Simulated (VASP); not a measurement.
Write the native input for VASP 6.6.1 that does the following.

- Task: density of states
- Functional: LDA
- Potentials or basis: VASP PAW LDA potentials, release 64 (Cu)
- Cutoff: 520 eV
- k mesh: 4 × 4 × 2
- Occupations: gaussian, width 0.1 eV
- Spin: no spin polarisation
- Dipole correction: no
- k mesh for the DOS: 6 × 6 × 3
- Occupations for the DOS: tetrahedron
- Further INCAR settings: ALGO = Normal; EDIFF = 1e-06; NBANDS = 18

The system is Cu.

```
Cu
1.0
     2.53410    0.00000    0.00000
    -1.26705    2.19459    0.00000
     0.00000    0.00000    4.11257
Cu
2
Direct
  0.33333 0.66667 0.25000
  0.66667 0.33333 0.75000
```

These files were run (other wordings do the same):

POSCAR

```
Cu
1.0
    2.5340966698      0.0000000000      0.0000000000
   -1.2670483349      2.1945920917      0.0000000000
    0.0000000000      0.0000000000      4.1125710000
Cu
2
Direct
    0.3333333333      0.6666666667      0.2500000000
    0.6666666667      0.3333333333      0.7500000000
```

INCAR.step1

```
ALGO = Normal ; EDIFF = 1E-6
ENCUT = 520 ; GGA = CA
GGA_COMPAT = F ; ISIF = 2
ISMEAR = 0 ; LASPH = T
LCHARG = T ; LMAXMIX = 4
LORBIT = 11 ; LREAL = F
LWAVE = F ; NBANDS = 18
NEDOS = 2001 ; NELM = 120
PREC = Accurate ; SIGMA = 0.1
```

KPOINTS.step1

```
k-points
0
Gamma
  4 4 2
```

INCAR.step2

```
ALGO = Normal ; EDIFF = 1E-6
ENCUT = 520 ; GGA = CA
GGA_COMPAT = F ; ICHARG = 11
ISIF = 2 ; ISMEAR = -5
LASPH = T ; LCHARG = F
LMAXMIX = 4 ; LORBIT = 11
LREAL = F ; LWAVE = F
NBANDS = 18 ; NEDOS = 2001
NELM = 120 ; PREC = Accurate
SIGMA = 0.1
```

KPOINTS.step2

```
k-points
0
Gamma
  6 6 3
```

Potentials or basis: VASP PAW LDA potentials, release 64 (Cu).

Run with:

```sh
$ cat potpaw_LDA.64/Cu/POTCAR > POTCAR
$ cp INCAR.step1 INCAR
$ cp KPOINTS.step1 KPOINTS
$ mpirun -np 1 vasp_std > vasp.out
$ cp INCAR.step2 INCAR
$ cp KPOINTS.step2 KPOINTS
$ mpirun -np 1 vasp_std > vasp.out
```

It gave:

* Valence electrons inside the program's atomic spheres: Cu 10.04

Caveat: the k points lie up to 0.76 Å⁻¹ apart.

Run time: 6.4 s on 1 thread of AMD EPYC 7R43 64-Core Processor (Zen 3), with other jobs on the host, peak memory 0.08 GiB.
